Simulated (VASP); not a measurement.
# B (P-6m2) in VASP: single point with LDA

Aim: the single point of B with LDA.

Program: VASP 6.6.1. These are calculated values, not measurements. Logs are shortened: lines on timing, memory, paths and dates and some standing lists are left out, and cuts for length are marked.

## Step 1: The cell of the first run

Symmetry: P-6m2, No. 187, hexagonal system. Conventional cell: a = 2.920 Å, b = 2.920 Å, c = 7.524 Å, α = 90.00°, β = 90.00°, γ = 120.00°. Within 2.4 Å of B (site symmetry 3m) lie 3 B at 1.82 Å. Within 2.4 Å of B (site symmetry 3m) lie 3 B at 1.82 Å.

## Step 2: Single point, LDA

INCAR reads:

```
ALGO = Normal
EDIFF = 1E-6
ENCUT = 500
GGA_COMPAT = F
ISIF = 2
ISMEAR = -1
LASPH = T
LCHARG = F
LREAL = F
LWAVE = F
NBANDS = 14
NELM = 120
PREC = Accurate
SIGMA = 0.1
```

KPOINTS reads:

```
k-points
0
Gamma
  9 9 3
```

POSCAR reads:

```
B
1.0
    2.9204040000      0.0000000000      0.0000000000
   -1.4602020000      2.5291440000      0.0000000000
    0.0000000000      0.0000000000      7.5235130000
B
4
Direct
    0.0000000000      0.0000000000      0.7071690000
    0.6666666667      0.3333333333      0.7986020000
    0.6666666667      0.3333333333      0.2013980000
    0.0000000000      0.0000000000      0.2928310000
```

Potentials or basis: VASP PAW LDA potentials, release 64 (B).

Run with:

```console
$ cat potpaw_LDA.64/B/POTCAR > POTCAR
$ mpirun -np 1 vasp_std > vasp.out
```

OUTCAR:

```text
EDIFF = 1E-6
   ENCUT = 500
   ISIF = 2
   ISMEAR = -1
   LASPH = T
   LREAL = F
   NELM = 120
   PREC = Accurate

 ion  position               nearest neighbor table
   1  0.000  0.000  0.707-   2 1.82   2 1.82   2 1.82
   2  0.667  0.333  0.799-   1 1.82   1 1.82   1 1.82
   3  0.667  0.333  0.201-   4 1.82   4 1.82   4 1.82
   4  0.000  0.000  0.293-   3 1.82   3 1.82   3 1.82

  LATTYP: Found a hexagonal cell.
 ALAT       =     2.9204040000
 C/A-ratio  =     2.5761891163

  Lattice vectors:

 A1 = (   2.9204040000,   0.0000000000,   0.0000000000)
 A2 = (  -1.4602020000,   2.5291440000,   0.0000000000)
 A3 = (   0.0000000000,   0.0000000000,   7.5235130000)

Analysis of symmetry for initial positions (statically):
=====================================================================
 Subroutine PRICEL returns:
 Original cell was already a primitive cell.

 Routine SETGRP: Setting up the symmetry group for a
 hexagonal supercell.

 Subroutine GETGRP returns: Found 12 space group operations
 (whereof 12 operations were pure point group operations)
 out of a pool of 24 trial point group operations.

The static configuration has the point symmetry D_3h.

Analysis of symmetry for dynamics (positions and initial velocities):
=====================================================================
 Subroutine PRICEL returns:
 Original cell was already a primitive cell.

 Routine SETGRP: Setting up the symmetry group for a
 hexagonal supercell.

 Subroutine GETGRP returns: Found 12 space group operations
 (whereof 12 operations were pure point group operations)
 out of a pool of 24 trial point group operations.

The dynamic configuration has the point symmetry D_3h.

 Subroutine INISYM returns: Found 12 space group operations
 (whereof 12 operations are pure point group operations),
 and found     1 'primitive' translations

----------------------------------------------------------------------------------------

                                     Primitive cell

  volume of cell :      55.5696

  direct lattice vectors                    reciprocal lattice vectors
     2.920404000  0.000000000  0.000000000     0.342418378  0.197695347  0.000000000
    -1.460202000  2.529144000  0.000000000     0.000000000  0.395390693  0.000000000
     0.000000000  0.000000000  7.523513000     0.000000000  0.000000000  0.132916631

  length of vectors
     2.920404000  2.920403954  7.523513000     0.395390687  0.395390693  0.132916631

  position of ions in fractional coordinates (direct lattice)
[... 96 lines left out ...]
   EFERMI =   0.00;   METHOD = LEGACY
   ISMEAR =    -1;   SIGMA  =   0.10  broadening in eV -4-tet -1-fermi 0-gaus
   EFERMI_NEDOS =   21; number of points for ismear=-14 and -15
   IALGO  =     38    algorithm
   IMIX   =      4    mixing-type and parameters
     AMIX     =   0.40;   BMIX     =  1.00
     AMIX_MAG =   1.60;   BMIX_MAG =  1.00
  volume/ion in A,a.u.               =      13.89        93.75
  Fermi-wavevector in a.u.,A,eV,Ry     =   0.982176  1.856044 13.125140  0.964671
  Thomas-Fermi vector in A             =   2.113239
   LORBIT       =      0    0 simple, 1 ext, 2 COOP (PROOUT), +10 PAW based schemes
   GGA     = CA    functional components
   LHFCALC =     F    Hartree Fock is set to
   AEXX    =    0.0000 exact exchange contribution
   IVDW    =     0    specifies the selected vdW correction
   LEPSILON=     F    determine dielectric tensor
   LRPA    =     F    only Hartree local field effects (RPA)
 non-spin polarized calculation
  energy-cutoff  :      500.00
  volume of cell :       55.57
 maximum number of plane-waves:      1431
 NGX is ok and might be reduce to    24
   NGX = 11   NGY = 11   NGZ = 27

 number of electron      12.0000000 magnetization

 Free energy of the ion-electron system (eV)
  ---------------------------------------------------
  ext. energy  EPLUGINS =         0.00000000
  ---------------------------------------------------
  free energy    TOTEN  =       -21.81197538 eV

  energy without entropy =      -21.71961065  energy(sigma->0) =      -21.76579302

 E-fermi :   0.6964     XC(G=0):  -9.1594

 val. band max:        0.6841933664   @ k =   0.4444  -0.0000   0.0000
 cond. band min:       0.7254004339   @ k =   0.4444  -0.0000   0.3333
 fundamental gap:      0.0412070675
 Fermi energy:         0.6964047569

 k-point     1 :       0.0000    0.0000    0.0000
  band No.  band energies     occupation
      1      -9.9987      2.00000
      2      -9.4550      2.00000
      3      -3.6790      2.00000
      4      -0.4277      1.99997
      5       2.5824      0.00000
      6       3.2060      0.00000
      7       3.2060      0.00000
      8       3.3395      0.00000
      9       3.3395      0.00000
     10       8.0909      0.00000
     11       9.1789      0.00000
     12       9.1789      0.00000
     13       9.4959      0.00000
     14       9.4959      0.00000
[... 377 lines left out ...]
      1      -4.5182      2.00000
      2      -4.5122      2.00000
      3      -4.3266      2.00000
      4      -4.3225      2.00000
      5      -2.9207      2.00000
      6      -2.7517      2.00000
      7       1.6709      0.00012
      8       1.7651      0.00005
      9       3.8357      0.00000
     10       4.0222      0.00000
     11       7.1882      0.00000
     12       8.6684      0.00000
     13      11.8064      0.00000
     14      11.8863      0.00000

------------------------ aborting loop because EDIFF is reached ----------------------------------------

  FORCE on cell =-STRESS in cart. coord.  units (eV):
  Direction    XX          YY          ZZ          XY          YZ          ZX
  --------------------------------------------------------------------------------------
  -------------------------------------------------------------------------------------
  Total       -7.1373344     -7.1373341     -8.5282550      0.0000000      0.0000000      0.0000000
  in kB     -205.7829831   -205.7829744   -245.8858819      0.0000000      0.0000000      0.0000000
  external PRESSURE =    -219.1506131 kB  Pullay stress =       0.0000000 kB

 VOLUME and BASIS-vectors are now :
 -----------------------------------------------------------------------------
  energy-cutoff  :      500.00
  volume of cell :       55.57
      direct lattice vectors                 reciprocal lattice vectors
     2.920404000  0.000000000  0.000000000     0.342418378  0.197695347  0.000000000
    -1.460202000  2.529144000  0.000000000     0.000000000  0.395390693  0.000000000
     0.000000000  0.000000000  7.523513000     0.000000000  0.000000000  0.132916631

 POSITION                                       TOTAL-FORCE (eV/Angst)
 -----------------------------------------------------------------------------------
      0.00000      0.00000      5.32040        -0.000000      0.000000      2.785187
      1.46020      0.84305      6.00829         0.000000      0.000000     -2.674582
      1.46020      0.84305      1.51522         0.000000      0.000000      2.674582
      0.00000      0.00000      2.20312        -0.000000      0.000000     -2.785187
 -----------------------------------------------------------------------------------
    total drift:                               -0.000000      0.000000      0.000000

  FREE ENERGIE OF THE ION-ELECTRON SYSTEM (eV)
  ---------------------------------------------------
  free  energy   TOTEN  =       -21.8119753793 eV

  energy  without entropy=      -21.7196106538  energy(sigma->0) =      -21.76579302
```

stdout:

```text
POSCAR found type information on POSCAR B
 POSCAR found :  1 types and       4 ions
 scaLAPACK will be used
 LDA part: xc-table for (Slater(with rela. corr.)+CA(PZ))
 , standard interpolation
 POSCAR, INCAR and KPOINTS ok, starting setup
 FFT: planning ... GRIDC
 FFT: planning ... GRID_SOFT
 FFT: planning ... GRID
 WAVECAR not read
 entering main loop
```

It took 9.9 s on 1 thread of AMD EPYC 7R13 (Zen 3), shared host; peak memory 0.11 GiB.

What came out:

```
Free energy            : -21.8120 eV
Pressure               : -21.9 GPa
Largest force          : 2.785 eV/Å
Band gap on the k mesh : zero (band 6 reaches 3.24 eV, above the bottom of band 7 at -0.75 eV)
```

Forces in eV/Å, atoms in the order of the input:
```
B    0.000  0.000  2.785
B    0.000  0.000 -2.675
B    0.000  0.000  2.675
B    0.000  0.000 -2.785
```

Caveat: forces of over 1 eV/Å act on the atoms, so gaps and moduli don't describe the material at rest.
